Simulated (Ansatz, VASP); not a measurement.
## HfH8 in VASP and in Ansatz

File INCAR:

```
SYSTEM = HfH8
PREC = Accurate
ENCUT = 600
EDIFF = 1E-7
ISMEAR = 0
SIGMA = 0.1
LREAL = .FALSE.
LASPH = .TRUE.
NELM = 80
ALGO = Normal
ISIF = 3
LWAVE = .FALSE.
LCHARG = .FALSE.
GGA = PE
IBRION = 2
NSW = 90
EDIFFG = -0.04
```

File KPOINTS:

```
regular mesh
0
G
  6 6 6
  0 0 0
```

The input POSCAR:

```
HfH8
1.0
   -3.4672160700      3.4672160700      1.6225998600
    3.4672160700     -3.4672160700      1.6225998600
    3.4672160700      3.4672160700     -1.6225998600
Hf H
1 8
Direct
    0.0000000000      0.0000000000      0.0000000000
    0.3381524400      0.3381524400      0.6763048800
    0.6618475600      0.6618475600      0.3236951200
    0.6618475600      0.3381524400      0.0000000000
    0.0000000000      0.6707217700      0.6707217700
    0.3292782300      0.0000000000      0.3292782300
    0.6707217700      0.0000000000      0.6707217700
    0.0000000000      0.3292782300      0.3292782300
    0.3381524400      0.6618475600      0.0000000000
```

Input for Ansatz:

```yaml
crystal:
  lattice:
    - [-3.46721607, 3.46721607, 1.62259986]
    - [3.46721607, -3.46721607, 1.62259986]
    - [3.46721607, 3.46721607, -1.62259986]
  atoms:
    - { symbol: Hf, position: [0.0, 0.0, 0.0] }
    - { symbol: H, position: [0.33815244, 0.33815244, 0.67630488] }
    - { symbol: H, position: [0.66184756, 0.66184756, 0.32369512] }
    - { symbol: H, position: [0.66184756, 0.33815244, 0.0] }
    - { symbol: H, position: [0.0, 0.67072177, 0.67072177] }
    - { symbol: H, position: [0.32927823, 0.0, 0.32927823] }
    - { symbol: H, position: [0.67072177, 0.0, 0.67072177] }
    - { symbol: H, position: [0.0, 0.32927823, 0.32927823] }
    - { symbol: H, position: [0.33815244, 0.66184756, 0.0] }
basis:
  ecutwfc: 420
kpoints:
  mp_grid: { grid: [6, 6, 6] }
hamiltonian:
  xc: pbe
scf:
  occupations: { method: gaussian, width: 0.1 }
  lower_state_search: "off"
output:
  forces: true
  stress: true
  eigenvalues: true
relax:
  adjacent_minimum: "off"
  f_tol: 0.04
  max_steps: 70
  cell: { stress_tol: 0.4 }
```

Change from the starting cell: species swapped into the TiPt8 type (I4/mmm, No. 139).

Alike in both runs: task relaxation of cell and atoms; functional PBE; k mesh 6 × 6 × 6; occupations gaussian, width 0.1 eV; no spin polarisation.

```csv
,VASP,Ansatz
version,VASP 6.6.1,Ansatz 0.2.0
potentials or method,"VASP PAW PBE potentials, release 64 (Hf_pv, H), cutoff 600 eV","scalar-relativistic, plane waves, PAW"
valence electrons in the cell,18,34
```

VASP gave:

- gap on the k mesh at the Fermi level, each at its own relaxed structure (eV): none
- relaxed volume (Å³/atom): 5.50
- relaxed cell length with the largest relative difference (Å): 4.157

**Question.** Estimate Ansatz's values.

**Answer.** gap on the k mesh at the Fermi level, each at its own relaxed structure (eV): none; relaxed volume (Å³/atom): 5.45; relaxed cell length with the largest relative difference (Å): 4.141.

A gap of «none» marks a metal or a gap that the smearing closes. VASP's potentials hold 18 valence electrons a cell and Ansatz's 34, so a difference there can come from the potentials and not from the codes.

Neither program's run includes spin-orbit coupling. Noted on VASP's run: the volume moved by over 15 % at a fixed basis, so the end points are rough.
